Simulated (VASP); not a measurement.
Here is a VASP 6.6.1 calculation.

INCAR

```
SYSTEM = SnO2
PREC = Accurate ; ENCUT = 520
EDIFF = 1E-6 ; ISMEAR = 0
SIGMA = 0.05 ; LREAL = .False.
LASPH = .True. ; NELM = 80
ALGO = Normal ; ISIF = 2
LWAVE = .False. ; LCHARG = .False.
NBANDS = 35
```

Contents of KPOINTS:

```
regular mesh
0
Gamma
  6 6 8
  0 0 0
```

The input POSCAR:

```
SnO2
1.0
    4.7207174017      0.0000000000      0.0000000000
    0.0000000000      4.7207174017      0.0000000000
    0.0000000000      0.0000000000      3.1887553105
Sn O
2 4
Direct
    0.0000000000      0.0000000000     -0.0658564172
    0.5000000000      0.5000000000      0.5658564172
    0.2523626180      0.3598504812      0.0383163468
    0.2476373820      0.8598504812      0.4616836532
    0.7476373820      0.6401495188      0.0383163468
    0.7523626180      0.1401495188      0.4616836532
```

Potentials or basis: VASP PAW LDA potentials, release 64 (Sn_d, O).

The run is started by

```sh
$ cat potpaw_LDA.64/Sn_d/POTCAR potpaw_LDA.64/O/POTCAR > POTCAR
$ mpirun -np 1 vasp_std > vasp.out
```

(1) Predict the band gap on the k mesh.

(2) What does it give for the largest force?

Answers

(1) 1.17 eV, indirect (least direct gap 1.22 eV).

(2) 1.800 eV/Å.

Caveat: the cell differs from its parent crystal (mode 4 frozen in at -0.359 Å and mode 5 at -0.210 Å (largest displacements)); spin-orbit coupling is left out, which moves the levels of the heavy elements; forces of over 1 eV/Å act on the atoms, so gaps and moduli don't describe the material at rest.
